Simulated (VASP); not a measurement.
RbBr: relaxation of cell and atoms with LDA

RbBr:

```
Rb Br
1.0
     0.00000    3.50868    3.50868
     3.50868    0.00000    3.50868
     3.50868    3.50868    0.00000
Rb Br
1 1
Direct
  0.00000 0.00000 0.00000
  0.50000 0.50000 0.50000
```

* Program: VASP 6.6.1
* Task: relaxation of cell and atoms
* Functional: LDA
* Potentials or basis: VASP PAW LDA potentials, release 64 (Rb_sv, Br)
* Cutoff: 600 eV
* k mesh: 6 × 6 × 6
* Occupations: fermi-dirac, width 0.02 eV
* Spin: no spin polarisation
* Dipole correction: no
* Further INCAR settings: ALGO = Normal; EDIFF = 1e-07; IBRION = 2; EDIFFG = -0.005; NSW = 80; ISIF = 3

| Property | Result |
| --- | --- |
| Relaxed volume | 37.13 Å³/atom |
| Relaxed cell | a = 4.718 Å, b = 4.718 Å, c = 4.718 Å, α = 60.00°, β = 60.00°, γ = 60.00° |
| Space group after relaxing (to 0.1 Å) | Fm-3m (No. 225) |
| Energy gained by relaxing | 41.1 meV/atom |
| Ionic steps | 4 |
| Pressure after relaxing | 0.0 GPa |
| Band gap on the k mesh | 4.16 eV |

The path:
```
step  energy change (eV)  largest force (eV/Å)  pressure (GPa)  volume (Å³)
   1              0.0000                0.0000           -1.87        86.39
   2             -0.0593                0.0000           -1.15        80.23
   3             -0.0818                0.0000           -0.16        75.01
   4             -0.0821                0.0000            0.02        74.26
```

Final structure:
```yaml
crystal:
  lattice:
    - [0.00000, 3.33606, 3.33606]
    - [3.33606, 0.00000, 3.33606]
    - [3.33606, 3.33606, 0.00000]
  atoms:
    - { symbol: Rb, position: [0.00000, 0.00000, 0.00000] }
    - { symbol: Br, position: [0.50000, 0.50000, 0.50000] }
```

Levels at points of the mesh, in eV from the valence-band top:
| k point | band 4 | band 5 | band 6 | band 7 | band 8 | band 9 | band 10 | band 11 | band 12 |
| --- | --- | --- | --- | --- | --- | --- | --- | --- | --- |
| (0.00, 0.00, 0.00) | -8.27 | -8.27 | 0.00 | 0.00 | 0.00 | 4.16 | 7.03 | 7.03 | 7.03 |
| (0.50, 0.00, 0.00) | -8.28 | -8.20 | -1.21 | -0.46 | -0.46 | 6.67 | 7.68 | 9.50 | 9.50 |
| (0.50, 0.50, 0.00) | -8.38 | -8.38 | -0.51 | -0.17 | -0.17 | 5.19 | 7.11 | 9.21 | 9.24 |

Wall time 97 s on 1 thread of AMD EPYC 7R13, with other jobs on the host, peak memory 0.18 GiB.

LDA usually gives volumes a few per cent too small. Zero-point motion and thermal expansion aren't in these numbers.
